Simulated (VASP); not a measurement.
# C (Fd-3m) in VASP: notebook

C is run at these levels: PBE; tasks: relaxation of cell and atoms, single point.

All numbers are computed with VASP 6.6.1; they aren't measurements. Logs are shortened: lines on timing, memory, paths and dates and some standing lists are left out, and cuts for length are marked.

## Step 1: The cell of the first run

Symmetry: Fd-3m, No. 227, cubic system. Conventional cell: a = 3.265 Å, b = 3.265 Å, c = 3.265 Å, α = 90.00°, β = 90.00°, γ = 90.00°. C (site symmetry -43m) has 4 C at 1.41 Å within 1.9 Å.

## Step 2: Relaxation of cell and atoms, PBE, target pressure 190 GPa, at which the enthalpy is minimised

File INCAR:

```
SYSTEM = C
PREC = Accurate ; ENCUT = 600
EDIFF = 1E-7 ; ISMEAR = -1
SIGMA = 0.08 ; LREAL = .FALSE.
LASPH = .TRUE. ; NELM = 80
ALGO = Normal ; ISIF = 3
LWAVE = .FALSE. ; LCHARG = .FALSE.
GGA = PE ; IBRION = 2
NSW = 32 ; EDIFFG = -0.005
PSTRESS = 1900.0
```

File KPOINTS:

```
Automatic mesh
0
G
  19 19 19
  0 0 0
```

File POSCAR:

```
C
1.0
    0.0000000000      1.6322847648      1.6322847648
    1.6322847648      0.0000000000      1.6322847648
    1.6322847648      1.6322847648      0.0000000000
C
2
Direct
   -0.1250000000     -0.1250000000     -0.1250000000
    0.1250000000      0.1250000000      0.1250000000
```

Potentials or basis: VASP PAW PBE potentials, release 64 (C).

Launch:

```console
$ cat potpaw_PBE.64/C/POTCAR > POTCAR
$ mpirun -np 1 vasp_std > vasp.out
```

OUTCAR:

```text
SYSTEM = C
   PREC = Accurate
   ENCUT = 600
   EDIFF = 1E-7
   ISMEAR = -1
   LREAL = .FALSE.
   LASPH = .TRUE.
   NELM = 80
   ISIF = 3
   GGA = PE
   IBRION = 2
   NSW = 32
   EDIFFG = -0.005
   PSTRESS = 1900.0

 ion  position               nearest neighbor table
   1  0.875  0.875  0.875-   2 1.41   2 1.41   2 1.41   2 1.41
   2  0.125  0.125  0.125-   1 1.41   1 1.41   1 1.41   1 1.41

  LATTYP: Found a face centered cubic cell.
 ALAT       =     3.2645695296

  Lattice vectors:

 A1 = (   0.0000000000,   1.6322847648,   1.6322847648)
 A2 = (   1.6322847648,   0.0000000000,   1.6322847648)
 A3 = (   1.6322847648,   1.6322847648,   0.0000000000)

Analysis of symmetry for initial positions (statically):
=====================================================================
 Subroutine PRICEL returns:
 Original cell was already a primitive cell.

 Routine SETGRP: Setting up the symmetry group for a
 face centered cubic supercell.

 Subroutine GETGRP returns: Found 48 space group operations
 (whereof 12 operations were pure point group operations)
 out of a pool of 48 trial point group operations.

The static configuration has the point symmetry D_3d.
 The point group associated with its full space group is O_h .

Analysis of symmetry for dynamics (positions and initial velocities):
=====================================================================
 Subroutine PRICEL returns:
 Original cell was already a primitive cell.

 Routine SETGRP: Setting up the symmetry group for a
 face centered cubic supercell.

 Subroutine GETGRP returns: Found 48 space group operations
 (whereof 12 operations were pure point group operations)
 out of a pool of 48 trial point group operations.

The dynamic configuration has the point symmetry D_3d.
 The point group associated with its full space group is O_h .

 Subroutine INISYM returns: Found 48 space group operations
 (whereof 12 operations are pure point group operations),
 and found     1 'primitive' translations

----------------------------------------------------------------------------------------

                                     Primitive cell

  volume of cell :       8.6980

  direct lattice vectors                    reciprocal lattice vectors
     0.000000000  1.632284765  1.632284765    -0.306319100  0.306319100  0.306319100
     1.632284765  0.000000000  1.632284765     0.306319100 -0.306319100  0.306319100
     1.632284765  1.632284765  0.000000000     0.306319100  0.306319100 -0.306319100

  length of vectors
     2.308399252  2.308399252  2.308399252     0.530560244  0.530560244  0.530560244

  position of ions in fractional coordinates (direct lattice)
     0.875000000  0.875000000  0.875000000
     0.125000000  0.125000000  0.125000000

  ion indices of the primitive-cell ions
   primitive index   ion index
                 1           1
                 2           2

----------------------------------------------------------------------------------------

 KPOINTS: Automatic mesh

Automatic generation of k-mesh.
 Grid dimensions read from file:
 generate k-points for:   19   19   19

 Generating k-lattice:

  Cartesian coordinates                     Fractional coordinates (reciprocal lattice)
    -0.016122058  0.016122058  0.016122058     0.052631579  0.000000000  0.000000000
     0.016122058 -0.016122058  0.016122058     0.000000000  0.052631579  0.000000000
     0.016122058  0.016122058 -0.016122058     0.000000000  0.000000000  0.052631579

  Length of vectors
     0.027924223  0.027924223  0.027924223

  Shift w.r.t. Gamma in fractional coordinates (k-lattice)
     0.000000000  0.000000000  0.000000000

 Subroutine IBZKPT returns following result:
 ===========================================

 Found    220 irreducible k-points:

 Following reciprocal coordinates:
            Coordinates               Weight
  0.000000  0.000000  0.000000      1.000000
  0.052632  0.000000  0.000000      8.000000
  0.105263  0.000000  0.000000      8.000000
  0.157895  0.000000  0.000000      8.000000
  0.210526  0.000000  0.000000      8.000000
  0.263158  0.000000  0.000000      8.000000
[... 16 lines left out ...]
 -0.315789  0.052632  0.000000     24.000000
 -0.263158  0.052632  0.000000     24.000000
 [... further k-points ...]
   k-points           NKPTS =    220   k-points in BZ     NKDIM =    220   number of bands    NBANDS=      8
   number of dos      NEDOS =    301   number of ions     NIONS =      2
   total plane-waves  NPLWV =   5832
   dimension x,y,z NGX =    18 NGY =   18 NGZ =   18
   dimension x,y,z NGXF=    36 NGYF=   36 NGZF=   36
   ions per type =               2
   NGX,Y,Z   is equivalent  to a cutoff of  12.96, 12.96, 12.96 a.u.
   NGXF,Y,Z  is equivalent  to a cutoff of  25.93, 25.93, 25.93 a.u.
 SYSTEM =  C
   PREC   = accura    normal or accurate (medium, high low for compatibility)
   ISTART =      0    job   : 0-new  1-cont  2-samecut
   ICHARG =      2    charge: 1-file 2-atom 10-const
   ISPIN  =      1    spin polarized calculation?
   LNONCOLLINEAR =      F non collinear calculations
   LSORBIT =      F    spin-orbit coupling
   LASPH  =      T    aspherical Exc in radial PAW
   ENCUT  =  600.0 eV  44.10 Ry    6.64 a.u.   4.61  4.61  4.61*2*pi/ulx,y,z
   NELM   =     80;   NELMIN=  2; NELMDL= -5     # of ELM steps
   EDIFF  = 0.1E-06   stopping-criterion for ELM
   LREAL  =      F    real-space projection
   EDIFFG = -.5E-02   stopping-criterion for IOM
   NSW    =     32    number of steps for IOM
   IBRION =      2    ionic relax: 0-MD 1-quasi-New 2-CG
   NFREE  =      1    steps in history (QN), initial steepest desc. (CG)
   ISIF   =      3    stress and relaxation
   ISYM   =      2    0-nonsym 1-usesym 2-fastsym
   POTIM  = 0.5000    time-step for ionic-motion
   TEBEG  =    0.0;   TEEND  =   0.0 temperature during run
   PSTRESS= 1900.0 pullay stress
   NELECT =       8.0000    total number of electrons
   NUPDOWN=      -1.0000    fix difference up-down
   EMIN   =  10.00;   EMAX   =-10.00  energy-range for DOS
   EFERMI =   0.00;   METHOD = LEGACY
   ISMEAR =    -1;   SIGMA  =   0.08  broadening in eV -4-tet -1-fermi 0-gaus
   EFERMI_NEDOS =   21; number of points for ismear=-14 and -15
   IALGO  =     38    algorithm
   IMIX   =      4    mixing-type and parameters
     AMIX     =   0.40;   BMIX     =  1.00
     AMIX_MAG =   1.60;   BMIX_MAG =  1.00
  volume/ion in A,a.u.               =       4.35        29.35
  Fermi-wavevector in a.u.,A,eV,Ry     =   1.592082  3.008600 34.487050  2.534727
  Thomas-Fermi vector in A             =   2.690523
   LORBIT       =      0    0 simple, 1 ext, 2 COOP (PROOUT), +10 PAW based schemes
   GGA     = PE    functional components
   LHFCALC =     F    Hartree Fock is set to
   AEXX    =    0.0000 exact exchange contribution
   IVDW    =     0    specifies the selected vdW correction
   LEPSILON=     F    determine dielectric tensor
   LRPA    =     F    only Hartree local field effects (RPA)
 conjugate gradient relaxation of ions
 non-spin polarized calculation
  energy-cutoff  :      600.00
  volume of cell :        8.70
 maximum number of plane-waves:       303
   NGX =  9   NGY =  9   NGZ =  9

--------------------------------------- Ionic step        1  -------------------------------------------

 number of electron       7.9999999 magnetization

 Free energy of the ion-electron system (eV)
  ---------------------------------------------------
  ext. energy  EPLUGINS =         0.00000000
  ---------------------------------------------------
  free energy    TOTEN  =       -16.87002020 eV

  energy without entropy =      -16.87002020  energy(sigma->0) =      -16.87002020

------------------------ aborting loop because EDIFF is reached ----------------------------------------

  FORCE on cell =-STRESS in cart. coord.  units (eV):
  Direction    XX          YY          ZZ          XY          YZ          ZX
  --------------------------------------------------------------------------------------
  -------------------------------------------------------------------------------------
  Total       10.3564693     10.3564693     10.3564693      0.0000000      0.0000000      0.0000000
  in kB     1907.6756100   1907.6756100   1907.6756100      0.0000000      0.0000000      0.0000000
  external PRESSURE =       7.6756100 kB  Pullay stress =    1900.0000000 kB
[... 61 lines left out ...]
  enthalpy is  TOTEN    =        -6.5550888227 eV   P V=       10.3459339662

--------------------------------------- Ionic step        3  -------------------------------------------

 number of electron       7.9999999 magnetization

 Free energy of the ion-electron system (eV)
  ---------------------------------------------------
  ext. energy  EPLUGINS =         0.00000000
  ---------------------------------------------------
  free energy    TOTEN  =       -16.87757541 eV

  energy without entropy =      -16.87757541  energy(sigma->0) =      -16.87757541

 E-fermi :  15.4490     XC(G=0): -14.6226

 val. band max:       13.9578354302   @ k =   0.0000   0.0000   0.0000
 cond. band min:      18.7163028944   @ k =   0.3684   0.3684   0.0000
 fundamental gap:      4.7584674642
 Fermi energy:        15.4490299704

 k-point     1 :       0.0000    0.0000    0.0000
  band No.  band energies     occupation
      1     -11.4230      2.00000
      2      13.9578      2.00000
      3      13.9578      2.00000
      4      13.9578      2.00000
      5      20.2832      0.00000
      6      20.2832      0.00000
      7      20.2832      0.00000
      8      33.8326      0.00000
[... 243 lines left out ...]
 k-point    24 :      -0.2632    0.0526    0.0000
  band No.  band energies     occupation
      1      -8.7689      2.00000
      2       4.7546      2.00000
      3      10.5534      2.00000
      4      11.7853      2.00000
      5      22.9362      0.00000
      6      23.8414      0.00000
      7      25.2945      0.00000
      8      32.3815      0.00000

 [... further k-points ...]
[... 5 lines left out ...]
  --------------------------------------------------------------------------------------
  -------------------------------------------------------------------------------------
  Total       10.3231578     10.3231578     10.3231578     -0.0000000     -0.0000000      0.0000000
  in kB     1900.1505158   1900.1505158   1900.1505158     -0.0000000     -0.0000000      0.0000000
  external PRESSURE =       0.1505158 kB  Pullay stress =    1900.0000000 kB
[... 17 lines left out ...]
  FREE ENERGIE OF THE ION-ELECTRON SYSTEM (eV)
  ---------------------------------------------------
  free  energy   TOTEN  =       -16.8775754101 eV

  energy  without entropy=      -16.8775754100  energy(sigma->0) =      -16.87757541

  enthalpy is  TOTEN    =        -6.5552353480 eV   P V=       10.3223400621

 reached required accuracy - stopping structural energy minimisation
```

It took 11 s on 1 thread of Intel Xeon 6975P-C (Granite Rapids), shared host; peak memory 0.11 GiB.

Results:

| Property | Result |
| --- | --- |
| Free energy | -16.8776 eV |
| Relaxed volume | 4.35 Å³/atom |
| Relaxed cell | a = 2.309 Å, b = 2.309 Å, c = 2.309 Å, α = 60.00°, β = 60.00°, γ = 60.00° |
| Space group after relaxing (to 0.05 Å) | Fd-3m (No. 227) |
| Energy change on relaxing (the enthalpy is what falls) | -3.8 meV/atom |
| Ionic steps | 3 |
| Pressure after relaxing | 190.0 GPa |
| Band gap on the k mesh | 4.76 eV, indirect (least direct gap 6.33 eV) |

Step by step:
```tsv
step	energy change (eV)	largest force (eV/Å)	pressure (GPa)	volume (Å³)
1	0.0000	0.0000	190.77	8.70
2	-0.0310	0.0000	187.65	8.72
3	-0.0076	0.0000	190.02	8.70
```

Final structure:
```
C
1.0
     0.00000    1.63268    1.63268
     1.63268    0.00000    1.63268
     1.63268    1.63268    0.00000
C
2
Direct
  0.87500 0.87500 0.87500
  0.12500 0.12500 0.12500
```

Caveat: the cell is relaxed towards a set pressure, so the enthalpy falls and the energy may rise. PBE gaps usually lie below the measured ones, often by a third to a half.

(Continued in part 2 of 2.)
